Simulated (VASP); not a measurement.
# Si (Imma) in VASP: single point with PBE

Aim: the single point of Si with PBE.

Program: VASP 6.6.1. These are calculated values, not measurements. Logs are shortened: lines on timing, memory, paths and dates and some standing lists are left out, and cuts for length are marked.

## 1. The cell of the first run

The structure is orthorhombic, space group Imma (No. 74). The conventional cell has a = 4.589 Å, b = 4.947 Å, c = 2.696 Å, α = 90.00°, β = 90.00°, γ = 90.00°. Within 3.4 Å of Si (site symmetry mm2) lie 10 Si at 2.47 to 3.36 Å.

## 2. Single point, PBE

File INCAR:

```
SYSTEM = Si
  PREC = Accurate
  ENCUT = 500
  EDIFF = 1E-6
  ISMEAR = 0
  SIGMA = 0.1
  LREAL = .FALSE.
  LASPH = .TRUE.
  NELM = 120
  ALGO = Normal
  ISIF = 2
  LWAVE = .FALSE.
  LCHARG = .TRUE.
  GGA = PE
  LELF = .TRUE.
  LVHAR = .TRUE.
  NBANDS = 11
  GGA_COMPAT = .FALSE.
```

File KPOINTS:

```
regular mesh
0
G
  8 8 8
  0 0 0
```

File POSCAR:

```
Si
1.0
   -2.2943224047      2.4733136803      1.3481034126
    2.2943224047     -2.4733136803      1.3481034126
    2.2943224047      2.4733136803     -1.3481034126
Si
2
Direct
    0.1720800835      0.9220800835      0.2500000000
    0.8279199165      0.0779199165      0.7500000000
```

Potentials or basis: VASP PAW PBE potentials, release 64 (Si).

The run is started by

```
$ cat potpaw_PBE.64/Si/POTCAR > POTCAR
$ mpirun -np 1 vasp_std > vasp.out
```

OUTCAR:

```text
SYSTEM = Si
   PREC = Accurate
   ENCUT = 500
   EDIFF = 1E-6
   ISMEAR = 0
   LREAL = .FALSE.
   LASPH = .TRUE.
   NELM = 120
   ISIF = 2
   GGA = PE

 ion  position               nearest neighbor table
   1  0.172  0.922  0.250-   2 2.47   2 2.47   2 2.51   2 2.51   2 2.90   2 2.90
   2  0.828  0.078  0.750-   1 2.47   1 2.47   1 2.51   1 2.51   1 2.90   1 2.90

  LATTYP: Found a body centered orthorhombic cell.
 ALAT       =     2.6962068252
 B/A-ratio  =     1.7018890267
 C/A-ratio  =     1.8346616863

  Lattice vectors:

 A1 = (   2.2943224047,  -2.4733136803,   1.3481034126)
 A2 = (  -2.2943224047,  -2.4733136803,  -1.3481034126)
 A3 = (   2.2943224047,   2.4733136803,  -1.3481034126)

Analysis of symmetry for initial positions (statically):
=====================================================================
 Subroutine PRICEL returns:
 Original cell was already a primitive cell.

 Routine SETGRP: Setting up the symmetry group for a
 body centered orthorhombic supercell.

 Subroutine GETGRP returns: Found  8 space group operations
 (whereof  4 operations were pure point group operations)
 out of a pool of  8 trial point group operations.

The static configuration has the point symmetry C_2h.
 The point group associated with its full space group is D_2h.

Analysis of symmetry for dynamics (positions and initial velocities):
=====================================================================
 Subroutine PRICEL returns:
 Original cell was already a primitive cell.

 Routine SETGRP: Setting up the symmetry group for a
 body centered orthorhombic supercell.

 Subroutine GETGRP returns: Found  8 space group operations
 (whereof  4 operations were pure point group operations)
 out of a pool of  8 trial point group operations.

The dynamic configuration has the point symmetry C_2h.
 The point group associated with its full space group is D_2h.

 Subroutine INISYM returns: Found  8 space group operations
 (whereof  4 operations are pure point group operations),
 and found     1 'primitive' translations

----------------------------------------------------------------------------------------

                                     Primitive cell

  volume of cell :      30.5997

  direct lattice vectors                    reciprocal lattice vectors
    -2.294322405  2.473313680  1.348103413     0.000000000  0.202157941  0.370891428
     2.294322405 -2.473313680  1.348103413     0.217929267  0.000000000  0.370891428
[... 93 lines left out ...]
   POTIM  = 0.5000    time-step for ionic-motion
   TEBEG  =    0.0;   TEEND  =   0.0 temperature during run
   PSTRESS=    0.0 pullay stress
   NELECT =       8.0000    total number of electrons
   NUPDOWN=      -1.0000    fix difference up-down
   EMIN   =  10.00;   EMAX   =-10.00  energy-range for DOS
   EFERMI =   0.00;   METHOD = LEGACY
   ISMEAR =     0;   SIGMA  =   0.10  broadening in eV -4-tet -1-fermi 0-gaus
   EFERMI_NEDOS =   21; number of points for ismear=-14 and -15
   IALGO  =     38    algorithm
   IMIX   =      4    mixing-type and parameters
     AMIX     =   0.40;   BMIX     =  1.00
     AMIX_MAG =   1.60;   BMIX_MAG =  1.00
  volume/ion in A,a.u.               =      15.30       103.25
  Fermi-wavevector in a.u.,A,eV,Ry     =   1.046805  1.978175 14.909280  1.095801
  Thomas-Fermi vector in A             =   2.181659
   LORBIT       =      0    0 simple, 1 ext, 2 COOP (PROOUT), +10 PAW based schemes
   GGA     = PE    functional components
   LHFCALC =     F    Hartree Fock is set to
   AEXX    =    0.0000 exact exchange contribution
   IVDW    =     0    specifies the selected vdW correction
   LEPSILON=     F    determine dielectric tensor
   LRPA    =     F    only Hartree local field effects (RPA)
 non-spin polarized calculation
 Gauss-broadening in eV      SIGMA  =   0.10
  energy-cutoff  :      500.00
  volume of cell :       30.60
 maximum number of plane-waves:       792
 NGX is ok and might be reduce to    28
   NGX = 13   NGY = 13   NGZ = 13

 number of electron       8.0000000 magnetization

 Free energy of the ion-electron system (eV)
  ---------------------------------------------------
  ext. energy  EPLUGINS =         0.00000000
  ---------------------------------------------------
  free energy    TOTEN  =       -10.25595983 eV

  energy without entropy =      -10.25177253  energy(sigma->0) =      -10.25386618

 E-fermi :   9.1127     XC(G=0): -10.8907

 val. band max:        9.0658977267   @ k =   0.2500   0.0000   0.0000
 cond. band min:       9.1621721975   @ k =   0.5000   0.1250  -0.0000
 fundamental gap:      0.0962744708
 Fermi energy:         9.1126865441

 k-point     1 :       0.0000    0.0000    0.0000
  band No.  band energies     occupation
      1      -4.6088      2.00000
      2       6.3960      2.00000
      3       7.2116      2.00000
      4       7.4384      2.00000
      5      10.8420      0.00000
      6      16.3598      0.00000
      7      16.9898      0.00000
      8      18.0123      0.00000
      9      18.1049      0.00000
     10      19.1538      0.00000
     11      21.0456      0.00000
[... 309 lines left out ...]
 k-point    24 :       0.2500    0.3750    0.0000
  band No.  band energies     occupation
      1       1.0752      2.00000
      2       2.1782      2.00000
      3       4.4170      2.00000
      4       7.4737      2.00000
      5       9.2035      0.19895
      6      11.1387      0.00000
      7      14.7060      0.00000
      8      16.9318      0.00000
      9      18.1152      0.00000
     10      19.7171      0.00000
     11      21.2062      0.00000

 [... further k-points ...]

------------------------ aborting loop because EDIFF is reached ----------------------------------------

  FORCE on cell =-STRESS in cart. coord.  units (eV):
  Direction    XX          YY          ZZ          XY          YZ          ZX
  --------------------------------------------------------------------------------------
  -------------------------------------------------------------------------------------
  Total        0.5270241     -0.2807067      0.0481863      0.0000000     -0.0000000      0.0000000
  in kB       27.5946074    -14.6976007      2.5229981      0.0000000     -0.0000000      0.0000000
  external PRESSURE =       5.1400016 kB  Pullay stress =       0.0000000 kB

 VOLUME and BASIS-vectors are now :
 -----------------------------------------------------------------------------
  energy-cutoff  :      500.00
  volume of cell :       30.60
      direct lattice vectors                 reciprocal lattice vectors
    -2.294322405  2.473313680  1.348103413     0.000000000  0.202157941  0.370891428
     2.294322405 -2.473313680  1.348103413     0.217929267  0.000000000  0.370891428
     2.294322405  2.473313680 -1.348103413     0.217929267  0.202157941  0.000000000

 POSITION                                       TOTAL-FORCE (eV/Angst)
 -----------------------------------------------------------------------------------
      2.29432     -1.23666      1.13802         0.000000     -0.000000      0.050315
      0.00000      3.70997      0.21009        -0.000000      0.000000     -0.050315
 -----------------------------------------------------------------------------------
    total drift:                               -0.000000     -0.000000     -0.000000

  FREE ENERGIE OF THE ION-ELECTRON SYSTEM (eV)
  ---------------------------------------------------
  free  energy   TOTEN  =       -10.2559598289 eV

  energy  without entropy=      -10.2517725273  energy(sigma->0) =      -10.25386618
```

OSZICAR:

```text
N       E                     dE             d eps       ncg     rms          rms(c)
DAV:   1     0.306455496423E+01    0.30646E+01   -0.32345E+03  2090   0.585E+02
DAV:   2    -0.992892548959E+01   -0.12993E+02   -0.12609E+02  2734   0.777E+01
DAV:   3    -0.102695171792E+02   -0.34059E+00   -0.33355E+00  2693   0.101E+01
DAV:   4    -0.102710145256E+02   -0.14973E-02   -0.14971E-02  2526   0.847E-01
DAV:   5    -0.102710213653E+02   -0.68397E-05   -0.68390E-05  2688   0.517E-02    0.404E+00
DAV:   6    -0.102617269962E+02    0.92944E-02   -0.46803E-03  2417   0.336E-01    0.234E+00
DAV:   7    -0.102559703469E+02    0.57566E-02   -0.10363E-02  2372   0.528E-01    0.212E-01
DAV:   8    -0.102559724504E+02   -0.21035E-05   -0.66478E-04  2536   0.146E-01    0.573E-02
DAV:   9    -0.102559602352E+02    0.12215E-04   -0.31739E-05  2611   0.305E-02    0.269E-02
DAV:  10    -0.102559598289E+02    0.40631E-06   -0.25179E-06  2421   0.945E-03
   1 F= -.10255960E+02 E0= -.10253866E+02  d E =-.418730E-02
```

Run time: 10 s. Hardware: 1 thread of Intel Xeon 6975P-C (Granite Rapids), shared host; peak memory 0.16 GiB.

Results:

* Free energy: -10.2560 eV
* Pressure: 0.5 GPa
* Largest force: 0.050 eV/Å
* Band gap on the k mesh: zero (bands 4 and 5 overlap by 6.35 eV)

Forces in eV/Å, atoms in the order of the input:
```
Si   0.000  0.000  0.050
Si   0.000  0.000 -0.050
```

Stress tensor (GPa, compression positive):
```
 2.76  0.00  0.00
 0.00 -1.47  0.00
 0.00  0.00  0.25
```
